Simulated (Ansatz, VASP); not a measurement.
# Two plane-wave programs on Zr2HS4

File INCAR:

```
PREC     = Accurate       # precision mode
ENCUT    = 400            # plane-wave cutoff, eV
EDIFF    = 1E-6           # SCF threshold, eV
ISMEAR   = 0              # smearing method
SIGMA    = 0.05           # smearing width, eV
LREAL    = False          # projectors in reciprocal space
LASPH    = True           # aspherical terms in the spheres
NELM     = 120            # most SCF steps
ALGO     = Normal         # electronic algorithm
ISIF     = 2              # what is computed and relaxed
LWAVE    = False          # write WAVECAR
LCHARG   = False          # write CHGCAR
LDIPOL   = True         
IDIPOL   = 3            
DIPOL    = 0.5 0.5 0.278
GGA      = PE             # functional
IVDW     = 12             # dispersion correction
NBANDS   = 62             # bands
GGA_COMPAT= False        
NELMDL   = -8
```

KPOINTS

```
regular mesh
0
Gamma
  6 6 1
```

Contents of POSCAR:

```
Zr2HS4
1.0
    7.2976778227      0.0000000000      0.0000000000
   -3.6488389114      6.3199743831      0.0000000000
    0.0000000000      0.0000000000     20.9171506047
S Zr H
8 4 2
Direct
    0.3333333333      0.1666666667      0.1912306354
    0.3333333333      0.6666666667      0.1912306354
    0.8333333333      0.1666666667      0.1912306354
    0.8333333333      0.6666666667      0.1912306354
    0.1666666667      0.3333333333      0.3306927762
    0.1666666667      0.8333333333      0.3306927762
    0.6666666667      0.3333333333      0.3306927762
    0.6666666667      0.8333333333      0.3306927762
    0.0000000000      0.0000000000      0.2609617058
    0.0000000000      0.5000000000      0.2609617058
    0.5000000000      0.0000000000      0.2609617058
    0.5000000000      0.5000000000      0.2609617058
    0.2449231649      0.7550768351      0.3828031244
    0.4217435018      0.5782564982      0.3828031244
```

Input for Ansatz:

```yaml
crystal:
  lattice:
    - [7.2976778227, 0.0, 0.0]
    - [-3.6488389114, 6.3199743831, 0.0]
    - [0.0, 0.0, 20.9171506047]
  atoms:
    - { symbol: S, position: [0.3333333333, 0.1666666667, 0.1912306354] }
    - { symbol: S, position: [0.3333333333, 0.6666666667, 0.1912306354] }
    - { symbol: S, position: [0.8333333333, 0.1666666667, 0.1912306354] }
    - { symbol: S, position: [0.8333333333, 0.6666666667, 0.1912306354] }
    - { symbol: Zr, position: [0.0, 0.0, 0.2609617058] }
    - { symbol: Zr, position: [0.0, 0.5, 0.2609617058] }
    - { symbol: Zr, position: [0.5, 0.0, 0.2609617058] }
    - { symbol: Zr, position: [0.5, 0.5, 0.2609617058] }
    - { symbol: S, position: [0.1666666667, 0.3333333333, 0.3306927762] }
    - { symbol: S, position: [0.1666666667, 0.8333333333, 0.3306927762] }
    - { symbol: S, position: [0.6666666667, 0.3333333333, 0.3306927762] }
    - { symbol: S, position: [0.6666666667, 0.8333333333, 0.3306927762] }
    - { symbol: H, position: [0.2449231649, 0.7550768351, 0.3828031244] }
    - { symbol: H, position: [0.4217435018, 0.5782564982, 0.3828031244] }
basis:
  ecutwfc: 420
kpoints:
  mp_grid: { grid: [6, 6, 1] }
hamiltonian:
  xc: pbe
  pseudopotentials: { kind: paw, azcp: { folder: soft_1 } }
  dispersion: d3bj
scf:
  occupations: { method: gaussian, width: 0.05 }
output:
  forces: true
  eigenvalues: true
efield:
  axis: 3
  dipole_correction: true
  ramp_width: 0.04
```

Alike in both runs: task single point; functional PBE; dispersion D3(BJ); k mesh 6 × 6 × 1; occupations gaussian, width 0.05 eV; no spin polarisation.

|  | VASP | Ansatz |
| --- | --- | --- |
| version | VASP 6.6.1 | Ansatz 0.2.0 |
| potentials or method | VASP PAW PBE potentials, release 64 (S, Zr_sv, H), cutoff 400 eV | scalar-relativistic, plane waves, PAW |
| valence electrons in the cell | 98 | 98 |

```csv
,VASP,Ansatz,Ansatz less VASP
gap on the k mesh at the Fermi level (eV),0.08,0.08,+0.002
least direct gap on the mesh (eV),0.25,0.25,0.000
rms of the force components (eV/Å),0.533,0.527,-0.0062
```
